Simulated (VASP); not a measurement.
Set up this calculation in VASP 6.6.1, as the native input.

| Quantity | Value |
| --- | --- |
| Task | single point |
| Functional | PBE |
| Potentials or basis | VASP PAW PBE potentials, release 64 (Ga_d, O) |
| Cutoff | 520 eV |
| k mesh | 6 × 6 × 4 |
| Occupations | gaussian, width 0.1 eV |
| Spin | collinear spin, ferromagnetic start |
| Starting moments | [0.0, 0.0, 0.0, 0.0, 1.0] μB |
| Dipole correction | no |
| Further INCAR settings | ALGO = Normal; EDIFF = 1e-06; NBANDS = 41 |

The structure of Ga4O lies in POSCAR:

```
Ga4O
1.0
    4.4229075988      0.0000000000      0.0000000000
   -2.2114537994      3.8303503392      0.0000000000
    0.0000000000      0.0000000000      5.5672922727
Ga O
4 1
Direct
    0.3333333333      0.6666666667      0.7481680373
    0.3333333333      0.6666666667      0.2518319627
    0.6666666667      0.3333333333      0.2518319627
    0.6666666667      0.3333333333      0.7481680373
    0.0000000000      0.0000000000      0.0000000000
```

One way to write it, as run:

INCAR

```
SYSTEM = Ga4O
ALGO = Normal
EDIFF = 1E-6
ENCUT = 520
GGA = PE
ISIF = 2
ISMEAR = 0
ISPIN = 2
LASPH = .TRUE.
LCHARG = .FALSE.
LORBIT = 11
LREAL = .FALSE.
LWAVE = .FALSE.
MAGMOM = 0 0 0 0 1
NBANDS = 41
NELM = 150
PREC = Accurate
SIGMA = 0.1
```

KPOINTS

```
k-points
0
G
  6 6 4
  0 0 0
```

Potentials or basis: VASP PAW PBE potentials, release 64 (Ga_d, O).

The run is started by

```console
$ cat potpaw_PBE.64/Ga_d/POTCAR potpaw_PBE.64/O/POTCAR > POTCAR
$ mpirun -np 1 vasp_std > vasp.out
```

It gave:

```yaml
Pressure: 0.2 GPa
Largest_force: 0.007 eV/Å
Band_gap_on_the_k_mesh: zero (filled and empty bands overlap)
Net_moment: 0.00 μB per cell
Valence_electrons_inside_the_program's_atomic_spheres: Ga 11.56; O 4.74
```

Run time: 6 min on 1 thread of Intel Xeon 8259CL, on a shared host, peak memory 0.32 GiB.
